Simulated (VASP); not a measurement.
# Al2Cu (I4/mmm) in VASP: further runs

The runs below take Al2Cu through single point, with PBE.

Everything below comes from runs of VASP 6.6.1. Logs are shortened: lines on timing, memory, paths and dates and some standing lists are left out, and cuts for length are marked.

### 1 The cell of the first run

It takes space group I4/mmm (No. 139, tetragonal). Conventional cell: a = 4.280 Å, b = 4.280 Å, c = 5.879 Å, α = 90.00°, β = 90.00°, γ = 90.00°. Al (site symmetry -4m2) has 4 Cu at 2.60 Å and 6 Al at 2.94 to 3.03 Å within 3.4 Å. Cu (site symmetry 4/mmm) has 8 Al at 2.60 Å within 3.4 Å.

### 2 Single point, PBE

INCAR

```
PREC = Accurate
ENCUT = 520
EDIFF = 1E-6
ISMEAR = 0
SIGMA = 0.15
LREAL = False
LASPH = True
NELM = 80
ALGO = Fast
ISIF = 2
LWAVE = False
LCHARG = False
GGA = PE
NBANDS = 16
```

KPOINTS

```
Automatic mesh
0
Gamma
  14 14 14
```

POSCAR

```
Al2Cu
1.0
   -2.1400233179      2.1400233179      2.9396000000
    2.1400233179     -2.1400233179      2.9396000000
    2.1400233179      2.1400233179     -2.9396000000
Al Cu
2 1
Direct
    0.7500000000      0.2500000000      0.5000000000
    0.2500000000      0.7500000000      0.5000000000
    0.5000000000      0.5000000000      0.0000000000
```

Potentials or basis: VASP PAW PBE potentials, release 64 (Al, Cu).

The run is started by

```
> cat potpaw_PBE.64/Al/POTCAR potpaw_PBE.64/Cu/POTCAR > POTCAR
> mpirun -np 1 vasp_std > vasp.out
```

OUTCAR:

```text
PREC = Accurate
   ENCUT = 520
   EDIFF = 1E-6
   ISMEAR = 0
   LREAL = False
   LASPH = True
   NELM = 80
   ISIF = 2
   GGA = PE

 ion  position               nearest neighbor table
   1  0.750  0.250  0.500-   3 2.60   3 2.60   3 2.60   3 2.60   2 2.94   2 2.94   2 3.03   2 3.03
                             2 3.03   2 3.03
   2  0.250  0.750  0.500-   3 2.60   3 2.60   3 2.60   3 2.60   1 2.94   1 2.94   1 3.03   1 3.03
                             1 3.03   1 3.03
   3  0.500  0.500  0.000-   2 2.60   1 2.60   1 2.60   2 2.60   1 2.60   2 2.60   2 2.60   1 2.60

  LATTYP: Found a body centered tetragonal cell.
 ALAT       =     4.2800466358
 C/A-ratio  =     1.3736298924

  Lattice vectors:

 A1 = (  -2.1400233179,   2.1400233179,   2.9396000000)
 A2 = (   2.1400233179,  -2.1400233179,   2.9396000000)
 A3 = (   2.1400233179,   2.1400233179,  -2.9396000000)

Analysis of symmetry for initial positions (statically):
=====================================================================
 Subroutine PRICEL returns:
 Original cell was already a primitive cell.

 Routine SETGRP: Setting up the symmetry group for a
 body centered tetragonal supercell.

 Subroutine GETGRP returns: Found 16 space group operations
 (whereof 16 operations were pure point group operations)
 out of a pool of 16 trial point group operations.

The static configuration has the point symmetry D_4h.

Analysis of symmetry for dynamics (positions and initial velocities):
=====================================================================
 Subroutine PRICEL returns:
 Original cell was already a primitive cell.

 Routine SETGRP: Setting up the symmetry group for a
 body centered tetragonal supercell.

 Subroutine GETGRP returns: Found 16 space group operations
 (whereof 16 operations were pure point group operations)
 out of a pool of 16 trial point group operations.

The dynamic configuration has the point symmetry D_4h.

 Subroutine INISYM returns: Found 16 space group operations
 (whereof 16 operations are pure point group operations),
 and found     1 'primitive' translations

----------------------------------------------------------------------------------------

                                     Primitive cell

  volume of cell :      53.8499

[... 83 lines left out ...]
   ICHARG =      2    charge: 1-file 2-atom 10-const
   ISPIN  =      1    spin polarized calculation?
   LNONCOLLINEAR =      F non collinear calculations
   LSORBIT =      F    spin-orbit coupling
   LASPH  =      T    aspherical Exc in radial PAW
   ENCUT  =  520.0 eV  38.22 Ry    6.18 a.u.   7.84  7.84  7.84*2*pi/ulx,y,z
   NELM   =     80;   NELMIN=  2; NELMDL= -5     # of ELM steps
   EDIFF  = 0.1E-05   stopping-criterion for ELM
   LREAL  =      F    real-space projection
   EDIFFG = 0.1E-04   stopping-criterion for IOM
   NSW    =      0    number of steps for IOM
   IBRION =     -1    ionic relax: 0-MD 1-quasi-New 2-CG
   NFREE  =      0    steps in history (QN), initial steepest desc. (CG)
   ISIF   =      2    stress and relaxation
   ISYM   =      2    0-nonsym 1-usesym 2-fastsym
   POTIM  = 0.5000    time-step for ionic-motion
   TEBEG  =    0.0;   TEEND  =   0.0 temperature during run
   PSTRESS=    0.0 pullay stress
   NELECT =      17.0000    total number of electrons
   NUPDOWN=      -1.0000    fix difference up-down
   EMIN   =  10.00;   EMAX   =-10.00  energy-range for DOS
   EFERMI =   0.00;   METHOD = LEGACY
   ISMEAR =     0;   SIGMA  =   0.15  broadening in eV -4-tet -1-fermi 0-gaus
   EFERMI_NEDOS =   21; number of points for ismear=-14 and -15
   IALGO  =     68    algorithm
   IMIX   =      4    mixing-type and parameters
     AMIX     =   0.40;   BMIX     =  1.00
     AMIX_MAG =   1.60;   BMIX_MAG =  1.00
  volume/ion in A,a.u.               =      17.95       121.13
  Fermi-wavevector in a.u.,A,eV,Ry     =   1.114712  2.106500 16.906370  1.242583
  Thomas-Fermi vector in A             =   2.251310
   LORBIT       =      0    0 simple, 1 ext, 2 COOP (PROOUT), +10 PAW based schemes
   GGA     = PE    functional components
   LHFCALC =     F    Hartree Fock is set to
   AEXX    =    0.0000 exact exchange contribution
   IVDW    =     0    specifies the selected vdW correction
   LEPSILON=     F    determine dielectric tensor
   LRPA    =     F    only Hartree local field effects (RPA)
 non-spin polarized calculation
 RMM-DIIS sequential band-by-band and
 Gauss-broadening in eV      SIGMA  =   0.15
  energy-cutoff  :      520.00
  volume of cell :       53.85
 maximum number of plane-waves:      1482
   NGX = 15   NGY = 15   NGZ = 15

 number of electron      17.0000003 magnetization

 Free energy of the ion-electron system (eV)
  ---------------------------------------------------
  ext. energy  EPLUGINS =         0.00000000
  ---------------------------------------------------
  free energy    TOTEN  =       -11.60146039 eV

  energy without entropy =      -11.58996450  energy(sigma->0) =      -11.59571244

 E-fermi :   5.8743     XC(G=0):  -9.9695

 val. band max:        5.8614538393   @ k =  -0.1429   0.4286   0.1429
 cond. band min:       5.8914351843   @ k =   0.2857   0.0714  -0.0000
 fundamental gap:      0.0299813450
 Fermi energy:         5.8743329451

 k-point     1 :       0.0000    0.0000    0.0000
  band No.  band energies     occupation
      1      -3.5952      2.00000
      2       1.7710      2.00000
      3       1.7949      2.00000
      4       1.7949      2.00000
      5       2.2619      2.00000
      6       2.2973      2.00000
[... 433 lines left out ...]
      3       1.8643      2.00000
      4       1.9595      2.00000
      5       2.2367      2.00000
      6       2.3322      2.00000
[... 8 lines left out ...]
     15      12.4336      0.00000
     16      15.7945      0.00000

 [... further k-points ...]
[... 5 lines left out ...]
  --------------------------------------------------------------------------------------
  -------------------------------------------------------------------------------------
  Total       -2.7113282     -2.7113282     -2.1131576      0.0000000      0.0000000      0.0000000
  in kB      -80.6691422    -80.6691422    -62.8719936      0.0000000      0.0000000      0.0000000
  external PRESSURE =     -74.7367593 kB  Pullay stress =       0.0000000 kB

 VOLUME and BASIS-vectors are now :
 -----------------------------------------------------------------------------
  energy-cutoff  :      520.00
  volume of cell :       53.85
      direct lattice vectors                 reciprocal lattice vectors
    -2.140023318  2.140023318  2.939600000     0.000000000  0.233642314  0.170091169
     2.140023318 -2.140023318  2.939600000     0.233642314  0.000000000  0.170091169
     2.140023318  2.140023318 -2.939600000     0.233642314  0.233642314  0.000000000

 POSITION                                       TOTAL-FORCE (eV/Angst)
 -----------------------------------------------------------------------------------
      0.00000      2.14002      1.46980        -0.000000      0.000000      0.000000
      2.14002      0.00000      1.46980         0.000000     -0.000000      0.000000
      0.00000      0.00000      2.93960         0.000000      0.000000     -0.000000
 -----------------------------------------------------------------------------------
    total drift:                               -0.000000      0.000000     -0.000000

  FREE ENERGIE OF THE ION-ELECTRON SYSTEM (eV)
  ---------------------------------------------------
  free  energy   TOTEN  =       -11.6014603877 eV

  energy  without entropy=      -11.5899645000  energy(sigma->0) =      -11.59571244
```

OSZICAR:

```text
N       E                     dE             d eps       ncg     rms          rms(c)
DAV:   1     0.606091698822E+02    0.60609E+02   -0.66629E+03  7808   0.107E+03
DAV:   2    -0.112501119999E+02   -0.71859E+02   -0.63217E+02  8376   0.192E+02
DAV:   3    -0.136282582456E+02   -0.23781E+01   -0.23346E+01 10528   0.404E+01
DAV:   4    -0.136810205364E+02   -0.52762E-01   -0.52740E-01  9328   0.513E+00
DAV:   5    -0.136837964215E+02   -0.27759E-02   -0.27758E-02 12024   0.132E+00    0.145E+01
RMM:   6    -0.163297262128E+02   -0.26459E+01   -0.38910E+01  9775   0.930E+01    0.131E+01
RMM:   7    -0.117468411194E+02    0.45829E+01   -0.11597E+01  8737   0.541E+01    0.200E+00
RMM:   8    -0.116237193863E+02    0.12312E+00   -0.67565E-01  8270   0.126E+01    0.756E-01
RMM:   9    -0.116010215971E+02    0.22698E-01   -0.13999E-01  8396   0.220E+00    0.264E-01
RMM:  10    -0.116039752808E+02   -0.29537E-02   -0.15288E-02 10244   0.980E-01    0.314E-01
RMM:  11    -0.116021087965E+02    0.18665E-02   -0.58120E-03  9661   0.803E-01    0.143E-01
RMM:  12    -0.116018579776E+02    0.25082E-03   -0.12198E-03 10382   0.305E-01    0.145E-01
RMM:  13    -0.116014420665E+02    0.41591E-03   -0.87090E-04  9700   0.385E-01    0.230E-02
RMM:  14    -0.116014614103E+02   -0.19344E-04   -0.16209E-04 10646   0.137E-01    0.215E-02
RMM:  15    -0.116014671208E+02   -0.57105E-05   -0.35603E-05 10608   0.392E-02    0.224E-02
RMM:  16    -0.116014604652E+02    0.66556E-05   -0.10617E-05  9838   0.411E-02    0.140E-02
RMM:  17    -0.116014603877E+02    0.77486E-07   -0.24368E-06  6776   0.137E-02
   1 F= -.11601460E+02 E0= -.11595712E+02  d E =-.114959E-01
```

Wall time 3.4 min (1 thread of AMD EPYC 9R45 (Zen 5), shared host); peak memory 0.3 GiB.

What came out:

```yaml
Free_energy: -11.6015 eV
Pressure: -7.5 GPa
```

Levels at points of the mesh, in eV from the Fermi level:
```csv
k point,band 7,band 8,band 9,band 10,band 11,band 12
"(0.00, 0.00, 0.00)",2.34,2.65,2.65,2.83,2.83,3.00
"(0.50, 0.00, 0.00)",-3.54,0.52,0.73,2.60,2.62,3.15
"(0.50, 0.50, 0.00)",-3.40,-1.80,-1.60,-0.02,1.67,8.62
"(0.50, 0.50, 0.50)",-3.34,-1.87,-1.87,-0.32,1.50,8.68
```

### 3 Single point, PBE

This run uses another cell than the first one, of 18.24 Å³/atom, 1.016 times its volume.

INCAR

```
ALGO = Fast
EDIFF = 1E-6
ENCUT = 520
GGA = PE
ISIF = 2
ISMEAR = 0
LASPH = T
LCHARG = T
LELF = T
LREAL = F
LVHAR = T
LWAVE = F
NBANDS = 16
NELM = 80
PREC = Accurate
SIGMA = 0.15
```

KPOINTS

```
k-points
0
Gamma
  14 14 14
```

POSCAR

```
Al2Cu
1.0
   -2.1400233179      2.1400233179      2.9878000000
    2.1400233179     -2.1400233179      2.9878000000
    2.1400233179      2.1400233179     -2.9878000000
Al Cu
2 1
Direct
    0.7500000000      0.2500000000      0.5000000000
    0.2500000000      0.7500000000      0.5000000000
    0.5000000000      0.5000000000      0.0000000000
```

Potentials or basis: VASP PAW PBE potentials, release 64 (Al, Cu).

The run is started by

```
> cat potpaw_PBE.64/Al/POTCAR potpaw_PBE.64/Cu/POTCAR > POTCAR
> mpirun -np 1 vasp_std > vasp.out
```

Wall time 3.2 min (1 thread of AMD EPYC 9R45 (Zen 5), shared host); peak memory 0.3 GiB.

The run converged. Its results:

| Property | Result |
| --- | --- |
| Free energy | -11.5608 eV |
| Pressure | -8.4 GPa |

Stress tensor (GPa, compression positive):
```
-8.66  0.00  0.00
 0.00 -8.66  0.00
 0.00  0.00 -7.98
```

Levels at points of the mesh, in eV from the Fermi level:
```tsv
k point	band 7	band 8	band 9	band 10	band 11	band 12
(0.00, 0.00, 0.00)	2.41	2.54	2.54	2.85	2.87	2.87
(0.50, 0.00, 0.00)	-3.50	0.58	0.68	2.63	2.64	2.94
(0.50, 0.50, 0.00)	-3.35	-1.75	-1.66	-0.13	1.64	8.60
(0.50, 0.50, 0.50)	-3.33	-1.78	-1.78	-0.26	1.57	8.62
```

### 4 Single point, PBE

This run uses another cell than the first one, of 18.54 Å³/atom, 1.033 times its volume.

INCAR

```
SYSTEM = Al2Cu
PREC = Accurate
ENCUT = 520
EDIFF = 1E-6
ISMEAR = 0
SIGMA = 0.15
LREAL = .FALSE.
LASPH = .TRUE.
NELM = 80
ALGO = Fast
ISIF = 2
LWAVE = .FALSE.
LCHARG = .FALSE.
GGA = PE
NBANDS = 16
```

KPOINTS

```
Automatic mesh
0
G
  14 14 14
  0 0 0
```

POSCAR

```
Al2Cu
1.0
   -2.1400233179      2.1400233179      3.0359500000
    2.1400233179     -2.1400233179      3.0359500000
    2.1400233179      2.1400233179     -3.0359500000
Al Cu
2 1
Direct
    0.7500000000      0.2500000000      0.5000000000
    0.2500000000      0.7500000000      0.5000000000
    0.5000000000      0.5000000000      0.0000000000
```

The run is started by

```
> cat potpaw_PBE.64/Al/POTCAR potpaw_PBE.64/Cu/POTCAR > POTCAR
> mpirun -np 1 vasp_std > vasp.out
```

Wall time 3.6 min (1 thread of AMD EPYC 9R45 (Zen 5), shared host); peak memory 0.31 GiB.

Results (log left out):

```yaml
Free_energy: -11.5121 eV
Pressure: -9.3 GPa
```

Stress tensor (GPa, compression positive):
```
-9.20  0.00  0.00
 0.00 -9.20  0.00
 0.00  0.00 -9.35
```

Levels at points of the mesh, in eV from the Fermi level:
```
           k point  band 5  band 6  band 7  band 8  band 9  band 10  band 11  band 12  band 13  band 14
(0.00, 0.00, 0.00)   -3.50   -3.49    2.45    2.45    2.48     2.70     2.88     2.90     2.90     6.21
(0.50, 0.00, 0.00)   -3.49   -3.45   -3.45    0.62    0.65     2.62     2.64     2.81     3.83     8.99
(0.50, 0.50, 0.00)   -3.56   -3.38   -3.30   -1.72   -1.70    -0.24     1.62     8.57     9.11     9.20
(0.50, 0.50, 0.50)   -3.56   -3.38   -3.31   -1.69   -1.69    -0.20     1.64     8.57     9.17     9.17
```

### 5 Single point, PBE

This run uses another cell than the first one, of 19.37 Å³/atom, 1.079 times its volume.

INCAR

```
  ALGO = Fast
  EDIFF = 1E-6
  ENCUT = 520
  GGA = PE
  ISIF = 2
  ISMEAR = 0
  LASPH = T
  LCHARG = T
  LELF = T
  LREAL = F
  LVHAR = T
  LWAVE = F
  NBANDS = 16
  NELM = 80
  PREC = Accurate
  SIGMA = 0.15
```

KPOINTS

```
k-points
0
Gamma
  14 14 14
```

POSCAR

```
Al2Cu
1.0
   -2.1877176703      2.1877176703      3.0359500000
    2.1877176703     -2.1877176703      3.0359500000
    2.1877176703      2.1877176703     -3.0359500000
Al Cu
2 1
Direct
    0.7500000000      0.2500000000      0.5000000000
    0.2500000000      0.7500000000      0.5000000000
    0.5000000000      0.5000000000      0.0000000000
```

The run is started by

```
> cat potpaw_PBE.64/Al/POTCAR potpaw_PBE.64/Cu/POTCAR > POTCAR
> mpirun -np 1 vasp_std > vasp.out
```

Run time: 3.6 min. Hardware: 1 thread of AMD EPYC 9R45 (Zen 5), shared host; peak memory 0.31 GiB.

Results (log left out):

| Item | Value |
| --- | --- |
| Free energy | -11.3497 eV |
| Pressure | -10.8 GPa |

Stress tensor (GPa, compression positive):
```
-11.06   0.00   0.00
  0.00 -11.06   0.00
  0.00   0.00 -10.26
```

Levels at points of the mesh, in eV from the Fermi level:
| k point | band 5 | band 6 | band 7 | band 8 | band 9 | band 10 | band 11 | band 12 | band 13 | band 14 |
| --- | --- | --- | --- | --- | --- | --- | --- | --- | --- | --- |
| (0.00, 0.00, 0.00) | -3.36 | -3.34 | 2.23 | 2.33 | 2.42 | 2.42 | 2.85 | 2.85 | 2.98 | 5.94 |
| (0.50, 0.00, 0.00) | -3.36 | -3.31 | -3.31 | 0.59 | 0.72 | 2.44 | 2.53 | 2.74 | 3.69 | 8.70 |
| (0.50, 0.50, 0.00) | -3.41 | -3.25 | -3.19 | -1.64 | -1.52 | -0.29 | 1.69 | 8.44 | 8.56 | 9.09 |
| (0.50, 0.50, 0.50) | -3.41 | -3.25 | -3.15 | -1.68 | -1.68 | -0.47 | 1.58 | 8.47 | 8.74 | 8.74 |

### 6 Summary

```tsv
cell	gap on the mesh (eV)	pressure (GPa)
a = 4.219 Å, angles 119.0, 119.0, 91.7°, 3 atoms	none	-7.5
a = 4.253 Å, angles 119.6, 119.6, 90.7°, 3 atoms	none	-8.4
a = 4.287 Å, angles 120.1, 120.1, 89.8°, 3 atoms	none	-9.3
a = 4.335 Å, angles 119.4, 119.4, 91.1°, 3 atoms	none	-10.8
```

Alike in all rows: task single point; level PBE; potentials or basis VASP PAW PBE potentials, release 64 (Al, Cu); no spin polarisation; k mesh 14 × 14 × 14; cutoff (eV) 520; smearing gaussian 0.15 eV.

Absolute energies hang on the potentials; compare differences alone.
